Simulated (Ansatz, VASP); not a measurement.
One calculation of K, two programs

INCAR

```
PREC     = Accurate       # precision mode
ENCUT    = 520            # plane-wave cutoff, eV
EDIFF    = 1E-7           # SCF threshold, eV
ISMEAR   = 0              # smearing method
SIGMA    = 0.1            # smearing width, eV
LREAL    = False          # projectors in reciprocal space
LASPH    = True           # aspherical terms in the spheres
NELM     = 100            # most SCF steps
ALGO     = Fast           # electronic algorithm
ISIF     = 2              # what is computed and relaxed
LWAVE    = False          # write WAVECAR
LCHARG   = False          # write CHGCAR
GGA      = PE             # functional
NBANDS   = 10             # bands
```

KPOINTS

```
Automatic mesh
0
Gamma
  4 4 10
```

The input POSCAR:

```
K
1.0
    9.7883049884      0.0000000000      0.0000000000
    0.0000000000      9.7883049884      0.0000000000
    0.0000000000      0.0000000000      4.1347484633
K
1
Direct
    0.0000000000      0.0000000000      0.0000000000
```

Input for Ansatz:

```yaml
crystal:
  lattice:
    - [9.7883049884, 0.0, 0.0]
    - [0.0, 9.7883049884, 0.0]
    - [0.0, 0.0, 4.1347484633]
  atoms:
    - { symbol: K, position: [0.0, 0.0, 0.0] }
basis:
  ecutwfc: 420
kpoints:
  mp_grid: { grid: [4, 4, 10] }
hamiltonian:
  xc: pbe
scf:
  occupations: { method: gaussian, width: 0.1 }
output:
  forces: true
  stress: true
  eigenvalues: true
```

Alike in both runs: task single point; functional PBE; k mesh 4 × 4 × 10; occupations gaussian, width 0.1 eV; no spin polarisation.

```csv
,VASP,Ansatz
version,VASP 6.6.1,Ansatz 0.2.0
potentials or method,"VASP PAW PBE potentials, release 64 (K_sv), cutoff 520 eV","scalar-relativistic, plane waves, PAW"
valence electrons in the cell,9,9
```

|  | VASP | Ansatz | Ansatz less VASP |
| --- | --- | --- | --- |
| gap on the k mesh at the Fermi level (eV) | none | none | - |
| pressure (GPa) | 0.0 | 0.0 | 0.00 |

A gap of «none» marks a metal or a gap that the smearing closes. The functional is the same, so the differences come from potentials, cutoffs and numerics.
